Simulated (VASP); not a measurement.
ZnRe:

```
Zn Re
1.0
     2.74822    0.00000    0.00000
    -1.37411    2.38003    0.00000
     0.00000    0.00000    4.49407
Zn Re
1 1
Cartesian
  0.0000 0.0000 0.0000
  0.0000 1.5867 2.2470
```

Base run:

```yaml
Program: VASP 6.6.1
Functional: PBEsol
Potentials_or_basis: VASP PAW PBE potentials, release 64 (Zn, Re)
Cutoff: 520 eV
k_mesh: 16 × 16 × 9
Occupations: fermi-dirac, width 0.08 eV
Spin: collinear spin
Starting_moments: "[0.0, 0.8] μB"
Fixed_moment: 0.8 μB
```

Its results: pressure -7.3 GPa; site moments Zn +0.04; Re +0.69 μB.

**Question.** The run is repeated on the same cell with these changes: fixed moment from 0.8 μB to 0.5 μB; moments at the start from [0.0, 0.8] to [0.0, 0.5]. What comes out?

**Answer.** Pressure -8.3 GPa; site moments Zn +0.03; Re +0.43 μB.

Caveats: the cell stands under tension; the PAW data sets were made with another functional, which shifts forces and pressure a little; the total moment is fixed, so each spin has its own Fermi level and the state may be an excited one.
